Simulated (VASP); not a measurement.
Runs of VASP 6.6.1 on SnTe. The structure is hexagonal, space group P6_3mc (No. 186). The conventional cell has a = 5.397 Å, b = 5.397 Å, c = 6.488 Å, α = 90.00°, β = 90.00°, γ = 120.00°. Within 4.0 Å of Sn (site symmetry 3m) lie 5 Te at 3.03 to 3.46 Å. Te (site symmetry 3m) has 5 Sn at 3.03 to 3.46 Å within 4.0 Å. 

| k mesh | smearing | gap on the mesh (eV) | pressure (GPa) | largest force (eV/Å) |
| --- | --- | --- | --- | --- |
| 6 × 6 × 4 | gaussian 0.01 eV | 0.65 | 0.0 | 0.01 |
| 6 × 6 × 4 | methfessel-paxton 0.05 eV | 0.65 | 0.0 | 0.01 |
| 6 × 6 × 4 | methfessel-paxton 0.001 eV | 0.65 | 0.0 | 0.01 |
| 6 × 6 × 4, shifted | gaussian 0.01 eV | 0.88 | 0.1 | 0.03 |
| 6 × 6 × 4 | gaussian 0.001 eV | 0.65 | 0.0 | 0.01 |
| 2 × 2 × 2 | gaussian 0.01 eV | 1.33 | (a) | 0.09 |

Alike in all rows: task single point; level r2SCAN; potentials or basis VASP PAW PBE potentials, release 64 (Sn_d, Te); no spin polarisation; cell as given; cutoff (eV) 520.

Q: Fill in the values left out.

A: (a) -1.2.

Caveats: some runs use coarse meshes; the PAW data sets were made with another functional, which shifts forces and pressure a little; spin-orbit coupling is left out, which moves the levels of the heavy elements; a shifted mesh leaves out Γ, where band edges can lie (at least some runs).

A k mesh can miss the band edges, and the runs leave out spin-orbit coupling on Sn, Te.
